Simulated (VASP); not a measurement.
# BiTe (P-3m1) in VASP: electric field gradients with PBE

Aim: the electric field gradients of BiTe with PBE.

Everything below comes from runs of VASP 6.6.1. Logs are shortened: lines on timing, memory, paths and dates and some standing lists are left out, and cuts for length are marked.

### 1 The cell of the first run

Symmetry: P-3m1, No. 164, trigonal system. The conventional cell has a = 4.422 Å, b = 4.422 Å, c = 24.050 Å, α = 90.00°, β = 90.00°, γ = 120.00°. Bi (site symmetry 3m) has 6 Te at 3.09 to 3.28 Å within 4.1 Å. Bi (site symmetry 3m) has 6 Te at 3.07 to 3.21 Å within 4.0 Å. Bi (site symmetry 3m) has 3 Bi at 3.22 Å and 3 Te at 3.45 Å within 4.2 Å. Within 4.1 Å of Te (site symmetry 3m) lie 3 Bi at 3.09 Å and 3 Te at 3.61 Å. Te (site symmetry 3m) has 6 Bi at 3.21 to 3.28 Å within 4.2 Å. Te (site symmetry 3m) has 6 Bi at 3.07 to 3.45 Å within 4.0 Å.

### 2 Electric field gradients, PBE

File INCAR:

```
SYSTEM = BiTe
PREC = Accurate
ENCUT = 520
EDIFF = 1E-8
ISMEAR = -1
SIGMA = 0.05
LREAL = .False.
LASPH = .True.
NELM = 60
ALGO = Normal
ISIF = 2
LWAVE = .False.
LCHARG = .False.
GGA = PE
LEFG = .True.
NBANDS = 75
```

File KPOINTS:

```
regular mesh
0
Gamma
  8 8 2
  0 0 0
```

File POSCAR:

```
BiTe
1.0
    4.4219981227      0.0000000000      0.0000000000
   -2.2109990613      3.8295627097      0.0000000000
    0.0000000000      0.0000000000     24.0500000000
Bi Te
6 6
Direct
    0.0000000000      0.0000000000      0.1252000000
    0.0000000000      0.0000000000      0.8748000000
    0.3333333333      0.6666666667      0.2922000000
    0.6666666667      0.3333333333      0.7078000000
    0.6666666667      0.3333333333      0.4593000000
    0.3333333333      0.6666666667      0.5407000000
    0.3333333333      0.6666666667      0.0530000000
    0.6666666667      0.3333333333      0.9470000000
    0.6666666667      0.3333333333      0.2111000000
    0.3333333333      0.6666666667      0.7889000000
    0.0000000000      0.0000000000      0.3631000000
    0.0000000000      0.0000000000      0.6369000000
```

Potentials or basis: VASP PAW PBE potentials, release 64 (Bi_d, Te).

The run is started by

```
$ cat potpaw_PBE.64/Bi_d/POTCAR potpaw_PBE.64/Te/POTCAR > POTCAR
$ mpirun -np 1 vasp_std > vasp.out
```

OUTCAR:

```text
SYSTEM = BiTe
   PREC = Accurate
   ENCUT = 520
   EDIFF = 1E-8
   ISMEAR = -1
   LREAL = .False.
   LASPH = .True.
   NELM = 60
   ISIF = 2
   GGA = PE

 ion  position               nearest neighbor table
   1  0.000  0.000  0.125-   7 3.09   7 3.09   7 3.09   9 3.28   9 3.28   9 3.28
   2  0.000  0.000  0.875-   8 3.09   8 3.09   8 3.09  10 3.28  10 3.28  10 3.28
   3  0.333  0.667  0.292-  11 3.07  11 3.07  11 3.07   9 3.21   9 3.21   9 3.21
   4  0.667  0.333  0.708-  12 3.07  12 3.07  12 3.07  10 3.21  10 3.21  10 3.21
   5  0.667  0.333  0.459-   6 3.22   6 3.22   6 3.22  11 3.45  11 3.45  11 3.45
   6  0.333  0.667  0.541-   5 3.22   5 3.22   5 3.22  12 3.45  12 3.45  12 3.45
   7  0.333  0.667  0.053-   1 3.09   1 3.09   1 3.09   8 3.61   8 3.61   8 3.61
   8  0.667  0.333  0.947-   2 3.09   2 3.09   2 3.09   7 3.61   7 3.61   7 3.61
   9  0.667  0.333  0.211-   3 3.21   3 3.21   3 3.21   1 3.28   1 3.28   1 3.28
  10  0.333  0.667  0.789-   4 3.21   4 3.21   4 3.21   2 3.28   2 3.28   2 3.28
  11  0.000  0.000  0.363-   3 3.07   3 3.07   3 3.07   5 3.45   5 3.45   5 3.45
  12  0.000  0.000  0.637-   4 3.07   4 3.07   4 3.07   6 3.45   6 3.45   6 3.45

  LATTYP: Found a hexagonal cell.
 ALAT       =     4.4219981227
 C/A-ratio  =     5.4387178223

  Lattice vectors:

 A1 = (   4.4219981227,   0.0000000000,   0.0000000000)
 A2 = (  -2.2109990613,   3.8295627097,   0.0000000000)
 A3 = (   0.0000000000,   0.0000000000,  24.0500000000)

Analysis of symmetry for initial positions (statically):
=====================================================================
 Subroutine PRICEL returns:
 Original cell was already a primitive cell.

 Routine SETGRP: Setting up the symmetry group for a
 hexagonal supercell.

 Subroutine GETGRP returns: Found 12 space group operations
 (whereof 12 operations were pure point group operations)
 out of a pool of 24 trial point group operations.

The static configuration has the point symmetry D_3d.

Analysis of symmetry for dynamics (positions and initial velocities):
=====================================================================
 Subroutine PRICEL returns:
 Original cell was already a primitive cell.

 Routine SETGRP: Setting up the symmetry group for a
 hexagonal supercell.

 Subroutine GETGRP returns: Found 12 space group operations
 (whereof 12 operations were pure point group operations)
 out of a pool of 24 trial point group operations.

The dynamic configuration has the point symmetry D_3d.

 Subroutine INISYM returns: Found 12 space group operations
 (whereof 12 operations are pure point group operations),
 and found     1 'primitive' translations

----------------------------------------------------------------------------------------

                                     Primitive cell

  volume of cell :     407.2704

  direct lattice vectors                    reciprocal lattice vectors
     4.421998123  0.000000000  0.000000000     0.226142113  0.130563210  0.000000000
    -2.210999061  3.829562710  0.000000000     0.000000000  0.261126420  0.000000000
     0.000000000  0.000000000 24.050000000     0.000000000  0.000000000  0.041580042

  length of vectors
     4.421998123  4.421998123 24.050000000     0.261126420  0.261126420  0.041580042

  position of ions in fractional coordinates (direct lattice)
     0.000000000  0.000000000  0.125200000
     0.000000000  0.000000000  0.874800000
     0.333333333  0.666666667  0.292200000
     0.666666667  0.333333333  0.707800000
     0.666666667  0.333333333  0.459300000
     0.333333333  0.666666667  0.540700000
     0.333333333  0.666666667  0.053000000
     0.666666667  0.333333333  0.947000000
     0.666666667  0.333333333  0.211100000
     0.333333333  0.666666667  0.788900000
     0.000000000  0.000000000  0.363100000
     0.000000000  0.000000000  0.636900000

  ion indices of the primitive-cell ions
   primitive index   ion index
                 1           1
                 2           2
                 3           3
                 4           4
                 5           5
                 6           6
                 7           7
                 8           8
                 9           9
                10          10
                11          11
                12          12

----------------------------------------------------------------------------------------

 KPOINTS: regular mesh

Automatic generation of k-mesh.
[... 57 lines left out ...]
   LSORBIT =      F    spin-orbit coupling
   LASPH  =      T    aspherical Exc in radial PAW
   ENCUT  =  520.0 eV  38.22 Ry    6.18 a.u.   8.22  8.22 44.72*2*pi/ulx,y,z
   NELM   =     60;   NELMIN=  2; NELMDL= -5     # of ELM steps
   EDIFF  = 0.1E-07   stopping-criterion for ELM
   LREAL  =      F    real-space projection
   EDIFFG = 0.1E-06   stopping-criterion for IOM
   NSW    =      0    number of steps for IOM
   IBRION =     -1    ionic relax: 0-MD 1-quasi-New 2-CG
   NFREE  =      0    steps in history (QN), initial steepest desc. (CG)
   ISIF   =      2    stress and relaxation
   ISYM   =      2    0-nonsym 1-usesym 2-fastsym
   POTIM  = 0.5000    time-step for ionic-motion
   TEBEG  =    0.0;   TEEND  =   0.0 temperature during run
   PSTRESS=    0.0 pullay stress
   NELECT =     126.0000    total number of electrons
   NUPDOWN=      -1.0000    fix difference up-down
   EMIN   =  10.00;   EMAX   =-10.00  energy-range for DOS
   EFERMI =   0.00;   METHOD = LEGACY
   ISMEAR =    -1;   SIGMA  =   0.05  broadening in eV -4-tet -1-fermi 0-gaus
   EFERMI_NEDOS =   21; number of points for ismear=-14 and -15
   IALGO  =     38    algorithm
   IMIX   =      4    mixing-type and parameters
     AMIX     =   0.40;   BMIX     =  1.00
     AMIX_MAG =   1.60;   BMIX_MAG =  1.00
  volume/ion in A,a.u.               =      33.94       229.03
  Fermi-wavevector in a.u.,A,eV,Ry     =   1.107229  2.092359 16.680141  1.225956
  Thomas-Fermi vector in A             =   2.243740
   LORBIT       =      0    0 simple, 1 ext, 2 COOP (PROOUT), +10 PAW based schemes
   GGA     = PE    functional components
   LHFCALC =     F    Hartree Fock is set to
   AEXX    =    0.0000 exact exchange contribution
   IVDW    =     0    specifies the selected vdW correction
   LEPSILON=     F    determine dielectric tensor
   LRPA    =     F    only Hartree local field effects (RPA)
 non-spin polarized calculation
  energy-cutoff  :      520.00
  volume of cell :      407.27
 maximum number of plane-waves:     10998
 NGX is ok and might be reduce to    36
   NGX = 17   NGY = 17   NGZ = 89

 number of electron     126.0000022 magnetization

 Free energy of the ion-electron system (eV)
  ---------------------------------------------------
  ext. energy  EPLUGINS =         0.00000000
  ---------------------------------------------------
  free energy    TOTEN  =       -44.23372048 eV

  energy without entropy =      -44.22778066  energy(sigma->0) =      -44.23075057

 E-fermi :   6.5381     XC(G=0):  -9.3972

 val. band max:        6.4666137917   @ k =   0.0000   0.0000   0.5000
 cond. band min:       6.6704741280   @ k =   0.0000   0.0000   0.0000
 fundamental gap:      0.2038603363
 Fermi energy:         6.5380651165

 k-point     1 :       0.0000    0.0000    0.0000
  band No.  band energies     occupation
      1     -17.0015      2.00000
      2     -17.0015      2.00000
      3     -17.0015      2.00000
      4     -17.0015      2.00000
      5     -16.9932      2.00000
      6     -16.9931      2.00000
[... 1549 lines left out ...]
     74       9.8507      0.00000
     75      10.3646      0.00000

------------------------ aborting loop because EDIFF is reached ----------------------------------------

  FORCE on cell =-STRESS in cart. coord.  units (eV):
  Direction    XX          YY          ZZ          XY          YZ          ZX
  --------------------------------------------------------------------------------------
  -------------------------------------------------------------------------------------
  Total        4.5517499      4.5517499      3.0613644      0.0000000      0.0000000      0.0000000
  in kB       17.9063121     17.9063121     12.0432246      0.0000000      0.0000000      0.0000000
  external PRESSURE =      15.9519496 kB  Pullay stress =       0.0000000 kB

 VOLUME and BASIS-vectors are now :
 -----------------------------------------------------------------------------
  energy-cutoff  :      520.00
  volume of cell :      407.27
      direct lattice vectors                 reciprocal lattice vectors
     4.421998123  0.000000000  0.000000000     0.226142113  0.130563210  0.000000000
    -2.210999061  3.829562710  0.000000000     0.000000000  0.261126420  0.000000000
     0.000000000  0.000000000 24.050000000     0.000000000  0.000000000  0.041580042

 POSITION                                       TOTAL-FORCE (eV/Angst)
 -----------------------------------------------------------------------------------
      0.00000      0.00000      3.01106        -0.000000     -0.000000     -0.005377
      0.00000      0.00000     21.03894         0.000000      0.000000      0.005377
     -0.00000      2.55304      7.02741         0.000000     -0.000000     -0.134297
      2.21100      1.27652     17.02259        -0.000000      0.000000      0.134297
      2.21100      1.27652     11.04616         0.000000     -0.000000      1.253417
     -0.00000      2.55304     13.00384        -0.000000      0.000000     -1.253417
     -0.00000      2.55304      1.27465        -0.000000      0.000000      0.132615
      2.21100      1.27652     22.77535         0.000000     -0.000000     -0.132615
      2.21100      1.27652      5.07696         0.000000     -0.000000     -0.252752
     -0.00000      2.55304     18.97304         0.000000      0.000000      0.252752
      0.00000      0.00000      8.73256         0.000000      0.000000      0.210511
      0.00000      0.00000     15.31744        -0.000000     -0.000000     -0.210511
 -----------------------------------------------------------------------------------
    total drift:                                0.000000      0.000000      0.000000

  FREE ENERGIE OF THE ION-ELECTRON SYSTEM (eV)
  ---------------------------------------------------
  free  energy   TOTEN  =       -44.2337204775 eV

  energy  without entropy=      -44.2277806605  energy(sigma->0) =      -44.23075057

 Electric field gradients (V/A^2)
---------------------------------------------------------------------
 ion       V_xx      V_yy      V_zz      V_xy      V_xz      V_yz
---------------------------------------------------------------------
   1      -7.551    -7.549    15.101     0.002     0.000    -0.000
   2      -7.551    -7.549    15.101     0.002     0.000    -0.000
   3     -11.456   -11.454    22.909     0.002     0.000    -0.000
   4     -11.456   -11.454    22.909     0.002     0.000    -0.000
   5     -63.346   -63.344   126.690     0.002    -0.000     0.000
   6     -63.346   -63.344   126.690     0.002    -0.000     0.000
   7       0.584     0.584    -1.169    -0.000    -0.000     0.000
   8       0.584     0.584    -1.169    -0.000    -0.000     0.000
   9     -38.339   -38.339    76.677    -0.000     0.000    -0.000
  10     -38.339   -38.339    76.677    -0.000     0.000    -0.000
  11      -1.704    -1.705     3.409    -0.000    -0.000     0.000
  12      -1.704    -1.705     3.409    -0.000    -0.000     0.000
---------------------------------------------------------------------

 Electric field gradients after diagonalization (V/A^2)
 (convention: |V_zz| > |V_xx| > |V_yy|)
----------------------------------------------------------------------
 ion       V_xx      V_yy      V_zz     asymmetry (V_yy - V_xx)/ V_zz
----------------------------------------------------------------------
   1      -7.552    -7.549    15.101       0.000
   2      -7.552    -7.549    15.101       0.000
   3     -11.457   -11.453    22.909       0.000
   4     -11.457   -11.453    22.909       0.000
   5     -63.347   -63.343   126.690       0.000
   6     -63.347   -63.343   126.690       0.000
   7       0.585     0.584    -1.169       0.000
   8       0.585     0.584    -1.169       0.000
   9     -38.339   -38.338    76.677       0.000
  10     -38.339   -38.338    76.677       0.000
  11      -1.705    -1.704     3.409       0.000
  12      -1.705    -1.704     3.409       0.000
----------------------------------------------------------------------

           NMR quadrupolar parameters

 Cq : quadrupolar parameter    Cq=e*Q*V_zz/h
 eta: asymmetry parameters     (V_yy - V_xx)/ V_zz
 Q  : nuclear electric quadrupole moment in mb (millibarn)
----------------------------------------------------------------------
 ion       Cq(MHz)       eta       Q (mb)
----------------------------------------------------------------------
   1       0.037       0.000       1.000
   2       0.037       0.000       1.000
   3       0.055       0.000       1.000
   4       0.055       0.000       1.000
   5       0.306       0.000       1.000
   6       0.306       0.000       1.000
   7      -0.003       0.000       1.000
   8      -0.003       0.000       1.000
   9       0.185       0.000       1.000
  10       0.185       0.000       1.000
  11       0.008       0.000       1.000
  12       0.008       0.000       1.000
----------------------------------------------------------------------
```

It took 32 min on 1 thread of Oxide Virtual Turin-like, shared host; peak memory 0.78 GiB.

What came out:

| Item | Value |
| --- | --- |
| Free energy | -44.2337 eV |
| Pressure | 1.6 GPa |
| Largest force | 1.253 eV/Å |
| Largest electric field gradient by atom | Bi +15.1, +22.9, +126.7 (each value once); Te -1.2, +76.7, +3.4 (each value once) V/Å² |

Forces on the atoms (eV/Å):
```
Bi   0.000  0.000 -0.005
Bi   0.000  0.000  0.005
Bi   0.000  0.000 -0.134
Bi   0.000  0.000  0.134
Bi   0.000  0.000  1.253
Bi   0.000  0.000 -1.253
Te   0.000  0.000  0.133
Te   0.000  0.000 -0.133
Te   0.000  0.000 -0.253
Te   0.000  0.000  0.253
Te   0.000  0.000  0.211
Te   0.000  0.000 -0.211
```

Stress tensor (GPa, compression positive):
```
1.79 0.00 0.00
0.00 1.79 0.00
0.00 0.00 1.20
```

Levels at points of the mesh, in eV from the Fermi level:
| k point | band 60 | band 61 | band 62 | band 63 | band 64 | band 65 | band 66 | band 67 |
| --- | --- | --- | --- | --- | --- | --- | --- | --- |
| (0.00, 0.00, 0.00) | -0.64 | -0.33 | -0.13 | -0.13 | 0.13 | 0.45 | 0.45 | 0.46 |
| (0.50, 0.00, 0.00) | -1.56 | -1.34 | -0.94 | -0.91 | 0.66 | 0.72 | 0.98 | 1.02 |
| (0.00, 0.00, 0.50) | -0.68 | -0.18 | -0.10 | -0.10 | -0.07 | 0.23 | 0.23 | 0.63 |
| (0.50, 0.00, 0.50) | -1.70 | -1.10 | -0.84 | -0.57 | 0.16 | 0.45 | 0.64 | 1.18 |

Electric field gradients, principal values (V/Å²):
```tsv
atom	least	middle	greatest (by size)
1 Bi	-7.549	-7.552	15.101
2 Bi	-7.549	-7.552	15.101
3 Bi	-11.453	-11.457	22.909
4 Bi	-11.453	-11.457	22.909
5 Bi	-63.343	-63.347	126.690
6 Bi	-63.343	-63.347	126.690
7 Te	0.584	0.585	-1.169
8 Te	0.584	0.585	-1.169
9 Te	-38.338	-38.339	76.677
10 Te	-38.338	-38.339	76.677
11 Te	-1.704	-1.705	3.409
12 Te	-1.704	-1.705	3.409
```

Caveat: without QUAD_EFG the Cq values of the log hold for a quadrupole moment of 1 mb, not for the nuclei; spin-orbit coupling is left out, which moves the levels of the heavy elements; forces of over 1 eV/Å act on the atoms, so gaps and moduli don't describe the material at rest.
